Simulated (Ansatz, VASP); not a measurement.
# One calculation of RbTe2, two programs

```
CELL_PARAMETERS angstrom
0.00000 3.99020 3.99020
3.99020 0.00000 3.99020
3.99020 3.99020 0.00000
ATOMIC_POSITIONS crystal
Rb 0.00000 0.00000 0.00000
Te 0.25000 0.25000 0.25000
Te 0.75000 0.75000 0.75000
```

Alike in both runs: functional PBE; k mesh 4 × 4 × 4; occupations gaussian, width 0.1 eV; no spin polarisation.

Ansatz relaxed the structure, and its values are those at the end. VASP's run is a single point on that final structure, the one shown.

|  | VASP | Ansatz |
| --- | --- | --- |
| version | VASP 6.6.1 | Ansatz 0.2.0 |
| potentials or method | VASP PAW PBE potentials, release 64 (Rb_sv, Te), cutoff 520 eV | scalar-relativistic, plane waves, PAW |
| valence electrons in the cell | 21 | 41 |

|  | VASP | Ansatz | Ansatz less VASP |
| --- | --- | --- | --- |
| gap on the k mesh at the Fermi level (eV) | none | none | - |
| pressure (GPa) | 0.4 | 0.4 | -0.02 |

A gap of «none» marks a metal or a gap that the smearing closes. VASP's potentials hold 21 valence electrons a cell and Ansatz's 41, so a difference there can come from the potentials and not from the codes.

Spin-orbit coupling is off throughout.
